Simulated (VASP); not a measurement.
Set up this calculation in VASP 6.6.1, as the native input.

| Item | Value |
| --- | --- |
| Task | single point |
| Functional | PBE |
| Potentials or basis | VASP PAW PBE potentials, release 64 (Hf_pv, N) |
| Cutoff | 520 eV |
| k mesh | 12 × 12 × 2 |
| Occupations | gaussian, width 0.1 eV |
| Spin | no spin polarisation |
| Dipole correction | no |
| Further INCAR settings | ALGO = Normal; EDIFF = 1e-07; NBANDS = 48 |

The structure of Hf7N lies in POSCAR:

```
Hf7N
1.0
    3.2027063751      0.0000000000      0.0000000000
   -1.6013531876      2.7736250817      0.0000000000
    0.0000000000      0.0000000000     18.0494590217
Hf N
7 1
Direct
    0.3333333333      0.6666666667      0.0718463445
    0.6666666667      0.3333333333      0.9281536555
    0.6666666667      0.3333333333      0.2163241294
    0.3333333333      0.6666666667      0.3580738581
    0.3333333333      0.6666666667      0.7836758706
    0.6666666667      0.3333333333      0.6419261419
    0.0000000000      0.0000000000      0.5000000000
    0.0000000000      0.0000000000      0.0000000000
```

These files were run (other wordings do the same):

INCAR

```
SYSTEM = Hf7N
PREC = Accurate
ENCUT = 520
EDIFF = 1E-7
ISMEAR = 0
SIGMA = 0.1
LREAL = .FALSE.
LASPH = .TRUE.
NELM = 60
ALGO = Normal
ISIF = 2
LWAVE = .FALSE.
LCHARG = .FALSE.
GGA = PE
NBANDS = 48
```

KPOINTS

```
regular mesh
0
G
  12 12 2
  0 0 0
```

Potentials or basis: VASP PAW PBE potentials, release 64 (Hf_pv, N).

Command:

```console
$ cat potpaw_PBE.64/Hf_pv/POTCAR potpaw_PBE.64/N/POTCAR > POTCAR
$ mpirun -np 1 vasp_std > vasp.out
```

Results of the run:

| Item | Value |
| --- | --- |
| Pressure | -0.7 GPa |
| Largest force | 0.090 eV/Å |
| Band gap on the k mesh | zero (an odd number of electrons rules out a gap without spin polarisation) |

Caveat: spin-orbit coupling is left out, which moves the levels of the heavy elements.

Wall time 15 min on 1 thread of Intel Xeon 8259CL (shared host), peak memory 0.37 GiB.
